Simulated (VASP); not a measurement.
Input of a VASP 6.6.1 run:

Contents of INCAR:

```
SYSTEM = CsBa3
PREC     = Accurate       ! precision mode
ENCUT    = 520            ! plane-wave cutoff, eV
EDIFF    = 1E-6           ! SCF threshold, eV
ISMEAR   = -1             ! smearing method
SIGMA    = 0.025          ! smearing width, eV
LREAL    = .FALSE.        ! projectors in reciprocal space
LASPH    = .TRUE.         ! aspherical terms in the spheres
NELM     = 80             ! most SCF steps
ALGO     = Normal         ! electronic algorithm
ISIF     = 2              ! what is computed and relaxed
LWAVE    = .FALSE.        ! write WAVECAR
LCHARG   = .FALSE.        ! write CHGCAR
GGA      = PE             ! functional
ISYM     = 0            
NBANDS   = 28             ! bands
```

KPOINTS

```
regular mesh
0
G
  4 4 5
  0 0 0
```

POSCAR

```
CsBa3
1.0
   -3.2464700000      3.2464700000      6.8033800000
    3.2464700000     -3.2464700000      6.8033800000
    3.2464700000      3.2464700000     -6.8033800000
Cs Ba
1 3
Direct
    0.0000000000      0.0000000000      0.0000000000
    0.7500000000      0.2500000000      0.5000000000
    0.2500000000      0.7500000000      0.5000000000
    0.5000000000      0.5000000000      0.0000000000
```

Potentials or basis: VASP PAW PBE potentials, release 64 (Cs_sv, Ba_sv).

Command:

```bash
$ cat potpaw_PBE.64/Cs_sv/POTCAR potpaw_PBE.64/Ba_sv/POTCAR > POTCAR
$ mpirun -np 1 vasp_std > vasp.out
```

What does it give for the pressure?

0.0 GPa.

What does it give for the largest force?

0.003 eV/Å.

Estimate the band gap on the k mesh.

zero (an odd number of electrons rules out a gap without spin polarisation).

Forces on the atoms (eV/Å):
```
Cs   0.000  0.000  0.000
Ba   0.002 -0.002  0.000
Ba  -0.002  0.002  0.000
Ba   0.000  0.000  0.000
```

Caveat: spin-orbit coupling is left out, which moves the levels of the heavy elements.
